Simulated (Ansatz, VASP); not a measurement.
## One calculation of Al, two programs

```
Al
1.0
     8.10000    0.00000    0.00000
     0.00000    8.10000    0.00000
     0.00000    0.00000    8.10000
Al
33
Cartesian
  4.0532 0.0148 -0.1216
  6.0604 2.0463 0.0200
  6.1813 0.0148 2.0265
  -0.0157 -0.0126 -0.0433
  2.0205 2.0200 -0.0060
  4.0236 4.0287 -0.4240
  6.0381 6.0375 0.0432
  1.8985 0.0146 2.0267
  4.0236 1.6236 2.0127
  6.6085 4.0278 2.0116
  4.0531 0.0146 4.1620
  6.0471 2.0602 4.0204
  6.1071 -0.0127 6.0673
  0.0181 4.0527 -0.1222
  2.0417 6.0648 0.0149
  0.0180 1.8997 2.0267
  1.6363 4.0287 2.0127
  4.0228 6.5941 2.0116
  -0.0158 -0.0129 4.0864
  2.0328 2.0321 4.0475
  4.0227 4.0277 4.5442
  6.0237 6.0229 3.9967
  1.9783 -0.0127 6.0675
  4.0532 1.9010 6.0838
  6.1806 4.0525 6.0838
  0.0181 6.1840 2.0265
  0.0180 4.0525 4.1625
  2.0557 6.0516 4.0255
  -0.0157 1.9795 6.0675
  1.8992 4.0526 6.0838
  4.0531 6.1826 6.0837
  -0.0157 6.1087 6.0673
  4.1490 4.1305 2.0730
```

Alike in both runs: functional PBEsol; k mesh 3 × 3 × 3; occupations gaussian, width 0.05 eV; no spin polarisation.

Ansatz relaxed the structure, and its values are those at the end. VASP's run is a single point on that final structure, the one shown.

|  | VASP | Ansatz |
| --- | --- | --- |
| version | VASP 6.6.1 | Ansatz 0.2.0 |
| potentials or method | VASP PAW PBE potentials, release 64 (Al), cutoff 520 eV | scalar-relativistic, plane waves, PAW |
| valence electrons in the cell | 99 | 99 |

|  | VASP | Ansatz | Ansatz less VASP |
| --- | --- | --- | --- |
| rms of the force components (eV/Å) | 0.007 | 0.007 | +0.0004 |

VASP's potentials were made for PBE, not for PBEsol, and Ansatz warns of the same on its side. With one functional, cell and mesh, what is left measures potentials, basis and numerics.
